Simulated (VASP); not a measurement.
# ZnS (P6_3mc) in VASP: settings compared

ZnS is run at these levels: PBEsol, r2SCAN; tasks: electric field gradients.

All numbers are computed with VASP 6.6.1; they aren't measurements. Logs are shortened: lines on timing, memory, paths and dates and some standing lists are left out, and cuts for length are marked.

## Step 1: The cell of the first run

It takes space group P6_3mc (No. 186, hexagonal). Conventional cell: a = 3.823 Å, b = 3.823 Å, c = 6.261 Å, α = 90.00°, β = 90.00°, γ = 120.00°. Within 3.1 Å of Zn (site symmetry 3m) lie 4 S at 2.34 to 2.35 Å. S (site symmetry 3m) has 4 Zn at 2.34 to 2.35 Å within 3.1 Å.

## Step 2: Electric field gradients, PBEsol

Contents of INCAR:

```
SYSTEM = ZnS
ALGO     = Normal         ! electronic algorithm
EDIFF    = 1E-8           ! SCF threshold, eV
ENCUT    = 520            ! plane-wave cutoff, eV
GGA      = PS             ! functional
ISIF     = 2              ! what is computed and relaxed
ISMEAR   = -1             ! smearing method
LASPH    = .True.         ! aspherical terms in the spheres
LCHARG   = .False.        ! write CHGCAR
LEFG     = .True.       
LREAL    = .False.        ! projectors in reciprocal space
LWAVE    = .False.        ! write WAVECAR
NBANDS   = 26             ! bands
NELM     = 60             ! most SCF steps
PREC     = Accurate       ! precision mode
SIGMA    = 0.02           ! smearing width, eV
```

Contents of KPOINTS:

```
k-points
0
Gamma
  13 13 7
  0 0 0
```

Contents of POSCAR:

```
ZnS
1.0
    3.8227000000      0.0000000000      0.0000000000
   -1.9113500000      3.3105553110      0.0000000000
    0.0000000000      0.0000000000      6.2607000000
Zn S
2 2
Direct
    0.3333333333      0.6666666667      0.0000000000
    0.6666666667      0.3333333333      0.5000000000
    0.3333333333      0.6666666667      0.3748000000
    0.6666666667      0.3333333333      0.8748000000
```

Potentials or basis: VASP PAW PBE potentials, release 64 (Zn, S).

Command:

```
cat potpaw_PBE.64/Zn/POTCAR potpaw_PBE.64/S/POTCAR > POTCAR
mpirun -np 1 vasp_std > vasp.out
```

OUTCAR:

```text
SYSTEM = ZnS
   EDIFF = 1E-8
   ENCUT = 520
   GGA = PS
   ISIF = 2
   ISMEAR = -1
   LASPH = .True.
   LREAL = .False.
   NELM = 60
   PREC = Accurate

 ion  position               nearest neighbor table
   1  0.333  0.667  0.000-   4 2.34   4 2.34   4 2.34   3 2.35
   2  0.667  0.333  0.500-   3 2.34   3 2.34   3 2.34   4 2.35
   3  0.333  0.667  0.375-   2 2.34   2 2.34   2 2.34   1 2.35
   4  0.667  0.333  0.875-   1 2.34   1 2.34   1 2.34   2 2.35

  LATTYP: Found a hexagonal cell.
 ALAT       =     3.8227000000
 C/A-ratio  =     1.6377691161

  Lattice vectors:

 A1 = (   3.8227000000,   0.0000000000,   0.0000000000)
 A2 = (  -1.9113500000,   3.3105553110,   0.0000000000)
 A3 = (   0.0000000000,   0.0000000000,   6.2607000000)

Analysis of symmetry for initial positions (statically):
=====================================================================
 Subroutine PRICEL returns:
 Original cell was already a primitive cell.

 Routine SETGRP: Setting up the symmetry group for a
 hexagonal supercell.

 Subroutine GETGRP returns: Found 12 space group operations
 (whereof  6 operations were pure point group operations)
 out of a pool of 24 trial point group operations.

The static configuration has the point symmetry C_3v.
 The point group associated with its full space group is C_6v.

Analysis of symmetry for dynamics (positions and initial velocities):
=====================================================================
 Subroutine PRICEL returns:
 Original cell was already a primitive cell.

 Routine SETGRP: Setting up the symmetry group for a
 hexagonal supercell.

 Subroutine GETGRP returns: Found 12 space group operations
 (whereof  6 operations were pure point group operations)
 out of a pool of 24 trial point group operations.

The dynamic configuration has the point symmetry C_3v.
 The point group associated with its full space group is C_6v.

 Subroutine INISYM returns: Found 12 space group operations
 (whereof  6 operations are pure point group operations),
 and found     1 'primitive' translations

----------------------------------------------------------------------------------------

                                     Primitive cell

  volume of cell :      79.2308

  direct lattice vectors                    reciprocal lattice vectors
     3.822700000  0.000000000  0.000000000     0.261595208  0.151032064  0.000000000
    -1.911350000  3.310555311  0.000000000     0.000000000  0.302064127  0.000000000
     0.000000000  0.000000000  6.260700000     0.000000000  0.000000000  0.159726548

  length of vectors
     3.822700000  3.822700000  6.260700000     0.302064127  0.302064127  0.159726548

  position of ions in fractional coordinates (direct lattice)
     0.333333333  0.666666667  0.000000000
     0.666666667  0.333333333  0.500000000
     0.333333333  0.666666667  0.374800000
     0.666666667  0.333333333  0.874800000

  ion indices of the primitive-cell ions
   primitive index   ion index
                 1           1
                 2           2
                 3           3
                 4           4

----------------------------------------------------------------------------------------

 KPOINTS: k-points

Automatic generation of k-mesh.
 Grid dimensions read from file:
 generate k-points for:   13   13    7

 Generating k-lattice:

  Cartesian coordinates                     Fractional coordinates (reciprocal lattice)
     0.020122708  0.011617851  0.000000000     0.076923077  0.000000000  0.000000000
     0.000000000  0.023235702  0.000000000     0.000000000  0.076923077  0.000000000
     0.000000000  0.000000000  0.022818078     0.000000000  0.000000000  0.142857143

  Length of vectors
     0.023235702  0.023235702  0.022818078

  Shift w.r.t. Gamma in fractional coordinates (k-lattice)
     0.000000000  0.000000000  0.000000000

 Subroutine IBZKPT returns following result:
 ===========================================

 Found     84 irreducible k-points:

 Following reciprocal coordinates:
            Coordinates               Weight
  0.000000  0.000000  0.000000      1.000000
  0.076923  0.000000  0.000000      6.000000
  0.153846  0.000000  0.000000      6.000000
  0.230769  0.000000  0.000000      6.000000
  0.307692  0.000000  0.000000      6.000000
  0.384615  0.000000  0.000000      6.000000
[... 16 lines left out ...]
  0.076923  0.000000  0.142857     12.000000
  0.153846  0.000000  0.142857     12.000000
 [... further k-points ...]
   k-points           NKPTS =     84   k-points in BZ     NKDIM =     84   number of bands    NBANDS=     26
   number of dos      NEDOS =    301   number of ions     NIONS =      4
   total plane-waves  NPLWV =  37632
   dimension x,y,z NGX =    28 NGY =   28 NGZ =   48
   dimension x,y,z NGXF=    56 NGYF=   56 NGZF=   96
   ions per type =               2   2
   NGX,Y,Z   is equivalent  to a cutoff of  12.18, 12.18, 12.75 a.u.
   NGXF,Y,Z  is equivalent  to a cutoff of  24.35, 24.35, 25.49 a.u.
 SYSTEM =  ZnS
   PREC   = accura    normal or accurate (medium, high low for compatibility)
   ISTART =      0    job   : 0-new  1-cont  2-samecut
   ICHARG =      2    charge: 1-file 2-atom 10-const
   ISPIN  =      1    spin polarized calculation?
   LNONCOLLINEAR =      F non collinear calculations
   LSORBIT =      F    spin-orbit coupling
   LASPH  =      T    aspherical Exc in radial PAW
   ENCUT  =  520.0 eV  38.22 Ry    6.18 a.u.   7.11  7.11 11.64*2*pi/ulx,y,z
   NELM   =     60;   NELMIN=  2; NELMDL= -5     # of ELM steps
   EDIFF  = 0.1E-07   stopping-criterion for ELM
   LREAL  =      F    real-space projection
   EDIFFG = 0.1E-06   stopping-criterion for IOM
   NSW    =      0    number of steps for IOM
   IBRION =     -1    ionic relax: 0-MD 1-quasi-New 2-CG
   NFREE  =      0    steps in history (QN), initial steepest desc. (CG)
   ISIF   =      2    stress and relaxation
   ISYM   =      2    0-nonsym 1-usesym 2-fastsym
   POTIM  = 0.5000    time-step for ionic-motion
   TEBEG  =    0.0;   TEEND  =   0.0 temperature during run
   PSTRESS=    0.0 pullay stress
   NELECT =      36.0000    total number of electrons
   NUPDOWN=      -1.0000    fix difference up-down
   EMIN   =  10.00;   EMAX   =-10.00  energy-range for DOS
   EFERMI =   0.00;   METHOD = LEGACY
   ISMEAR =    -1;   SIGMA  =   0.02  broadening in eV -4-tet -1-fermi 0-gaus
   EFERMI_NEDOS =   21; number of points for ismear=-14 and -15
   IALGO  =     38    algorithm
   IMIX   =      4    mixing-type and parameters
     AMIX     =   0.40;   BMIX     =  1.00
     AMIX_MAG =   1.60;   BMIX_MAG =  1.00
  volume/ion in A,a.u.               =      19.81       133.67
  Fermi-wavevector in a.u.,A,eV,Ry     =   1.258571  2.378354 21.551637  1.584001
  Thomas-Fermi vector in A             =   2.392174
   LORBIT       =      0    0 simple, 1 ext, 2 COOP (PROOUT), +10 PAW based schemes
   GGA     = PS    functional components
   LHFCALC =     F    Hartree Fock is set to
   AEXX    =    0.0000 exact exchange contribution
   IVDW    =     0    specifies the selected vdW correction
   LEPSILON=     F    determine dielectric tensor
   LRPA    =     F    only Hartree local field effects (RPA)
 non-spin polarized calculation
  energy-cutoff  :      520.00
  volume of cell :       79.23
 maximum number of plane-waves:      2150
   NGX = 15   NGY = 15   NGZ = 23

 number of electron      35.9999987 magnetization

 Free energy of the ion-electron system (eV)
  ---------------------------------------------------
  ext. energy  EPLUGINS =         0.00000000
  ---------------------------------------------------
  free energy    TOTEN  =       -15.15432030 eV

  energy without entropy =      -15.15432030  energy(sigma->0) =      -15.15432030

 E-fermi :   2.3750     XC(G=0):  -9.8230

 val. band max:        1.9916301932   @ k =   0.0000   0.0000   0.0000
 cond. band min:       4.0263124802   @ k =   0.0000   0.0000   0.0000
 fundamental gap:      2.0346822870
 Fermi energy:         2.3750407082

 k-point     1 :       0.0000    0.0000    0.0000
  band No.  band energies     occupation
      1     -11.1582      2.00000
      2     -10.2144      2.00000
      3      -4.3653      2.00000
      4      -4.3535      2.00000
      5      -4.3535      2.00000
      6      -4.2731      2.00000
[... 18 lines left out ...]
     25       9.6016      0.00000
     26      11.0628      0.00000
[... 644 lines left out ...]
      4      -4.3294      2.00000
      5      -4.3204      2.00000
      6      -4.2612      2.00000
[... 18 lines left out ...]
     25      10.1561      0.00000
     26      10.3786      0.00000

 [... further k-points ...]
[... 5 lines left out ...]
  --------------------------------------------------------------------------------------
  -------------------------------------------------------------------------------------
  Total       -1.0110034     -1.0110034     -0.9534356      0.0000000      0.0000000      0.0000000
  in kB      -20.4441592    -20.4441592    -19.2800428      0.0000000      0.0000000      0.0000000
  external PRESSURE =     -20.0561204 kB  Pullay stress =       0.0000000 kB

 VOLUME and BASIS-vectors are now :
 -----------------------------------------------------------------------------
  energy-cutoff  :      520.00
  volume of cell :       79.23
      direct lattice vectors                 reciprocal lattice vectors
     3.822700000  0.000000000  0.000000000     0.261595208  0.151032064  0.000000000
    -1.911350000  3.310555311  0.000000000     0.000000000  0.302064127  0.000000000
     0.000000000  0.000000000  6.260700000     0.000000000  0.000000000  0.159726548

 POSITION                                       TOTAL-FORCE (eV/Angst)
 -----------------------------------------------------------------------------------
     -0.00000      2.20704      0.00000        -0.000000      0.000000      0.002536
      1.91135      1.10352      3.13035         0.000000     -0.000000      0.002536
     -0.00000      2.20704      2.34651        -0.000000      0.000000     -0.002536
      1.91135      1.10352      5.47686         0.000000      0.000000     -0.002536
 -----------------------------------------------------------------------------------
    total drift:                               -0.000000     -0.000000     -0.000565

  FREE ENERGIE OF THE ION-ELECTRON SYSTEM (eV)
  ---------------------------------------------------
  free  energy   TOTEN  =       -15.1543202955 eV

  energy  without entropy=      -15.1543202955  energy(sigma->0) =      -15.15432030

 Electric field gradients (V/A^2)
---------------------------------------------------------------------
 ion       V_xx      V_yy      V_zz      V_xy      V_xz      V_yz
---------------------------------------------------------------------
   1      -0.291    -0.285     0.576     0.005     0.000    -0.000
   2      -0.291    -0.285     0.576     0.005    -0.000     0.000
   3      -1.099    -1.099     2.198    -0.001     0.000    -0.000
   4      -1.099    -1.099     2.198    -0.001    -0.000     0.000
---------------------------------------------------------------------

 Electric field gradients after diagonalization (V/A^2)
 (convention: |V_zz| > |V_xx| > |V_yy|)
----------------------------------------------------------------------
 ion       V_xx      V_yy      V_zz     asymmetry (V_yy - V_xx)/ V_zz
----------------------------------------------------------------------
   1      -0.294    -0.282     0.576       0.021
   2      -0.294    -0.282     0.576       0.021
   3      -1.099    -1.098     2.198       0.001
   4      -1.099    -1.098     2.198       0.001
----------------------------------------------------------------------

           NMR quadrupolar parameters

 Cq : quadrupolar parameter    Cq=e*Q*V_zz/h
 eta: asymmetry parameters     (V_yy - V_xx)/ V_zz
 Q  : nuclear electric quadrupole moment in mb (millibarn)
----------------------------------------------------------------------
 ion       Cq(MHz)       eta       Q (mb)
----------------------------------------------------------------------
   1       0.001       0.021       1.000
   2       0.001       0.021       1.000
   3       0.005       0.001       1.000
   4       0.005       0.001       1.000
----------------------------------------------------------------------
```

It took 4.7 min on 1 thread of Intel Xeon 8259CL, shared host; peak memory 0.28 GiB.

What came out:

| Property | Result |
| --- | --- |
| Free energy | -15.1543 eV |
| Pressure | -2.0 GPa |
| Band gap on the k mesh | 2.03 eV |
| Largest electric field gradient by atom | Zn +0.6; S +2.2 V/Å² |

Forces on the atoms (eV/Å):
```
Zn   0.000  0.000  0.003
Zn   0.000  0.000  0.003
S    0.000  0.000 -0.003
S    0.000  0.000 -0.003
```

Levels at points of the mesh, in eV from the valence-band top:
```
           k point  band 16  band 17  band 18  band 19  band 20  band 21
(0.00, 0.00, 0.00)    -0.07     0.00     0.00     2.03     2.96     6.22
```

Electric field gradients, principal values (V/Å²):
| atom | least | middle | greatest (by size) |
| --- | --- | --- | --- |
| 1 Zn | -0.282 | -0.294 | 0.576 |
| 2 Zn | -0.282 | -0.294 | 0.576 |
| 3 S | -1.098 | -1.099 | 2.198 |
| 4 S | -1.098 | -1.099 | 2.198 |

Caveat: without QUAD_EFG the Cq values of the log hold for a quadrupole moment of 1 mb, not for the nuclei; the PAW data sets were made with another functional, which shifts forces and pressure a little; an odd mesh through Γ misses points on the zone boundary, where band edges can lie.

## Step 3: Electric field gradients, r2SCAN

POSCAR is that of step 2.

Contents of INCAR.step1:

```
PREC = Accurate ; ENCUT = 520
ISMEAR = -1 ; SIGMA = 0.02
LREAL = False ; LASPH = True
NELM = 80 ; NBANDS = 26
GGA = PE ; ALGO = Normal
EDIFF = 1E-4 ; LWAVE = True
LCHARG = False
```

Contents of INCAR.step2:

```
PREC = Accurate ; ENCUT = 520
EDIFF = 1E-8 ; ISMEAR = -1
SIGMA = 0.02 ; LREAL = False
LASPH = True ; NELM = 80
ALGO = Normal ; ISIF = 2
LWAVE = False ; LCHARG = False
METAGGA = R2SCAN ; LMIXTAU = True
LEFG = True ; NBANDS = 26
ISTART = 1
```

Contents of KPOINTS:

```
regular mesh
0
Gamma
  13 13 7
```

Potentials or basis: VASP PAW PBE potentials, release 64 (Zn, S).

Command:

```
cat potpaw_PBE.64/Zn/POTCAR potpaw_PBE.64/S/POTCAR > POTCAR
cp INCAR.step1 INCAR
mpirun -np 1 vasp_std > vasp.out
cp INCAR.step2 INCAR
mpirun -np 1 vasp_std > vasp.out
```

OUTCAR:

```text
PREC = Accurate
   ENCUT = 520
   EDIFF = 1E-8
   ISMEAR = -1
   LREAL = False
   LASPH = True
   NELM = 80
   ISIF = 2
   METAGGA = R2SCAN
   ISTART = 1

 ion  position               nearest neighbor table
   1  0.333  0.667  0.000-   4 2.34   4 2.34   4 2.34   3 2.35
   2  0.667  0.333  0.500-   3 2.34   3 2.34   3 2.34   4 2.35
   3  0.333  0.667  0.375-   2 2.34   2 2.34   2 2.34   1 2.35
   4  0.667  0.333  0.875-   1 2.34   1 2.34   1 2.34   2 2.35

  LATTYP: Found a hexagonal cell.
 ALAT       =     3.8227000000
 C/A-ratio  =     1.6377691161

  Lattice vectors:

 A1 = (   3.8227000000,   0.0000000000,   0.0000000000)
[... 923 lines left out ...]
 ion       V_xx      V_yy      V_zz      V_xy      V_xz      V_yz
---------------------------------------------------------------------
   1      -0.338    -0.332     0.670     0.005     0.000    -0.000
   2      -0.338    -0.332     0.670     0.005    -0.000     0.000
   3      -1.099    -1.099     2.198    -0.000     0.000    -0.000
   4      -1.099    -1.099     2.198    -0.000    -0.000     0.000
---------------------------------------------------------------------

 Electric field gradients after diagonalization (V/A^2)
 (convention: |V_zz| > |V_xx| > |V_yy|)
----------------------------------------------------------------------
 ion       V_xx      V_yy      V_zz     asymmetry (V_yy - V_xx)/ V_zz
----------------------------------------------------------------------
   1      -0.341    -0.329     0.670       0.019
   2      -0.341    -0.329     0.670       0.019
   3      -1.099    -1.098     2.198       0.001
   4      -1.099    -1.098     2.198       0.001
----------------------------------------------------------------------

           NMR quadrupolar parameters

 Cq : quadrupolar parameter    Cq=e*Q*V_zz/h
 eta: asymmetry parameters     (V_yy - V_xx)/ V_zz
 Q  : nuclear electric quadrupole moment in mb (millibarn)
----------------------------------------------------------------------
 ion       Cq(MHz)       eta       Q (mb)
----------------------------------------------------------------------
   1       0.002       0.019       1.000
   2       0.002       0.019       1.000
   3       0.005       0.001       1.000
   4       0.005       0.001       1.000
----------------------------------------------------------------------
```

OUTCAR.step1:

```text
PREC = Accurate
   ENCUT = 520
   ISMEAR = -1
   LREAL = False
   LASPH = True
   NELM = 80
[... 925 lines left out ...]
      1.91135      1.10352      3.13035         0.000000      0.000000      0.005955
     -0.00000      2.20704      2.34651         0.000000     -0.000000     -0.005955
      1.91135      1.10352      5.47686        -0.000000      0.000000     -0.005955
 -----------------------------------------------------------------------------------
    total drift:                               -0.000000     -0.000000      0.000314

  FREE ENERGIE OF THE ION-ELECTRON SYSTEM (eV)
  ---------------------------------------------------
  free  energy   TOTEN  =       -13.6857584683 eV

  energy  without entropy=      -13.6857584683  energy(sigma->0) =      -13.68575847
```

OSZICAR.step1:

```text
N       E                     dE             d eps       ncg     rms          rms(c)
DAV:   1     0.246251997401E+03    0.24625E+03   -0.16969E+04  4368   0.167E+03
DAV:   2     0.102715508003E+02   -0.23598E+03   -0.22525E+03  4506   0.352E+02
DAV:   3    -0.139478642599E+02   -0.24219E+02   -0.23979E+02  5322   0.112E+02
DAV:   4    -0.145315108750E+02   -0.58365E+00   -0.58241E+00  5034   0.175E+01
DAV:   5    -0.145406074663E+02   -0.90966E-02   -0.90944E-02  5396   0.215E+00    0.969E+00
DAV:   6    -0.136954756161E+02    0.84513E+00   -0.16343E+00  6558   0.368E+01    0.745E+00
DAV:   7    -0.136911603396E+02    0.43153E-02   -0.12149E+00  4648   0.645E+00    0.342E+00
DAV:   8    -0.136848652651E+02    0.62951E-02   -0.34907E-02  5456   0.180E+00    0.955E-01
DAV:   9    -0.136853926973E+02   -0.52743E-03   -0.88465E-03  5918   0.132E+00    0.226E-01
DAV:  10    -0.136855418766E+02   -0.14918E-03   -0.60390E-04  5070   0.329E-01    0.926E-02
DAV:  11    -0.136857594674E+02   -0.21759E-03   -0.34038E-04  4214   0.121E-01    0.600E-02
DAV:  12    -0.136857584683E+02    0.99905E-06   -0.14326E-05  2444   0.371E-02
   1 F= -.13685758E+02 E0= -.13685758E+02  d E =-.245075E-10
```

It took 15 min on 1 thread of Intel Xeon 8259CL, shared host; peak memory 0.3 GiB.

Results:

```yaml
Free_energy: -37.7214 eV
Pressure: -0.8 GPa
Band_gap_on_the_k_mesh: 2.74 eV
Largest_electric_field_gradient_by_atom: Zn +0.7; S +2.2 V/Å²
```

Electric field gradients, principal values (V/Å²):
```
atom   least  middle  greatest (by size)
1 Zn  -0.329  -0.341               0.670
2 Zn  -0.329  -0.341               0.670
 3 S  -1.098  -1.099               2.198
 4 S  -1.098  -1.099               2.198
```

Caveat: without QUAD_EFG the Cq values of the log hold for a quadrupole moment of 1 mb, not for the nuclei; the PAW data sets were made with another functional, which shifts forces and pressure a little; an odd mesh through Γ misses points on the zone boundary, where band edges can lie.
